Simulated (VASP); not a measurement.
A run of VASP 6.6.1 is set up as follows.

File INCAR:

```
ALGO = Normal ; EDIFF = 1E-6
EDIFFG = -0.01 ; ENCUT = 600
GGA = PE ; IBRION = 2
ISIF = 3 ; ISMEAR = 0
LASPH = T ; LCHARG = F
LREAL = F ; LWAVE = F
NELM = 100 ; NSW = 100
PREC = Accurate ; SIGMA = 0.1
```

Contents of KPOINTS:

```
k-points
0
Gamma
  10 10 12
```

The input POSCAR:

```
Cu2H3
1.0
    3.6391630171      0.0000000000      0.0000000000
    0.0000000000      3.6391630171      0.0000000000
    0.0000000000      0.0000000000      3.2142274001
Cu H
2 3
Direct
    0.0000000000      0.5000000000      0.5000000000
    0.5000000000      0.0000000000      0.5000000000
    0.0000000000      0.5000000000      0.0000000000
    0.5000000000      0.0000000000      0.0000000000
    0.5000000000      0.5000000000      0.5000000000
```

Potentials or basis: VASP PAW PBE potentials, release 64 (Cu, H).

Command:

```console
$ cat potpaw_PBE.64/Cu/POTCAR potpaw_PBE.64/H/POTCAR > POTCAR
$ mpirun -np 1 vasp_std > vasp.out
```

Question: Estimate the band gap on the k mesh.

Answer: Zero (an odd number of electrons rules out a gap without spin polarisation).

Question: Estimate the relaxed cell.

Answer: a = 3.679 Å, b = 3.679 Å, c = 3.187 Å, α = 90.00°, β = 90.00°, γ = 90.00°.

The path:
```
step  energy change (eV)  largest force (eV/Å)  pressure (GPa)  volume (Å³)
   1              0.0000                0.0000            0.54        42.57
   2             -0.0056                0.0000            0.57        42.74
   3             -0.0074                0.0000            0.57        42.90
   4             -0.0074                0.0000            0.43        42.91
   5             -0.0079                0.0000            0.18        43.10
   6             -0.0079                0.0000            0.12        43.14
```
